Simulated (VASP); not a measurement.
Write the native input for VASP 6.6.1 that does the following.

* Task: single point
* Functional: PBE
* Potentials or basis: VASP PAW PBE potentials, release 64 (W_sv, Br, F)
* Cutoff: 520 eV
* k mesh: 6 × 6 × 4
* Occupations: gaussian, width 0.1 eV
* Spin: collinear spin
* Starting moments: [2.83, 0.04, 0.07, 0.08, 0.08, 0.07] μB
* Dipole correction: no
* Further INCAR settings: ALGO = Normal; EDIFF = 1e-07; NBANDS = 38

The structure of WBrF4 lies in POSCAR:

```
WBrF4
1.0
    3.6414810300      0.0000000000      0.0000000000
    0.0000000000      3.6414810300      0.0000000000
    0.0000000000      0.0000000000      6.1674476200
W Br F
1 1 4
Direct
    0.5000000000      0.5000000000      0.5000000000
    0.0000000000      0.0000000000      0.0000000000
    0.0000000000      0.0000000000      0.6049659800
    0.5000000000      0.5000000000      0.1051210000
    0.5000000000      0.5000000000      0.8948790000
    0.0000000000      0.0000000000      0.3950340200
```

The cell was generated, and may not be a known phase.

One way to write it, as run:

INCAR

```
SYSTEM = WBrF4
PREC     = Accurate       ! precision mode
ENCUT    = 520            ! plane-wave cutoff, eV
EDIFF    = 1E-7           ! SCF threshold, eV
ISMEAR   = 0              ! smearing method
SIGMA    = 0.1            ! smearing width, eV
LREAL    = .FALSE.        ! projectors in reciprocal space
LASPH    = .TRUE.         ! aspherical terms in the spheres
NELM     = 150            ! most SCF steps
ALGO     = Normal         ! electronic algorithm
ISIF     = 2              ! what is computed and relaxed
LWAVE    = .FALSE.        ! write WAVECAR
LCHARG   = .FALSE.        ! write CHGCAR
ISPIN    = 2              ! spin polarisation
MAGMOM   = 2.83 0.04 0.07 0.08 0.08 0.07 ! initial moments
LORBIT   = 11             ! projections on sites
LMAXMIX  = 4              ! l up to which the mixer works
GGA      = PE             ! functional
NBANDS   = 38             ! bands
```

KPOINTS

```
Automatic mesh
0
G
  6 6 4
  0 0 0
```

Potentials or basis: VASP PAW PBE potentials, release 64 (W_sv, Br, F).

Command:

```sh
$ cat potpaw_PBE.64/W_sv/POTCAR potpaw_PBE.64/Br/POTCAR potpaw_PBE.64/F/POTCAR > POTCAR
$ mpirun -np 1 vasp_std > vasp.out
```

It gave:

```
Pressure                                              : 44.4 GPa
Largest force                                         : 17.404 eV/Å
Net moment                                            : 4.65 μB per cell
Site moments                                          : W +3.32; Br +0.04; F +0.06, +0.08 (each value once) μB
Valence electrons inside the program's atomic spheres : W 11.70; Br 4.88; F 6.03
```

Caveat: the stress differs along the axes, from 26 to 82 GPa; forces of over 1 eV/Å act on the atoms, so gaps and moduli don't describe the material at rest.

It took 2.5 min on 1 thread of Intel(R) Xeon(R) Platinum 8488C (Sapphire Rapids) (shared host), peak memory 0.3 GiB.
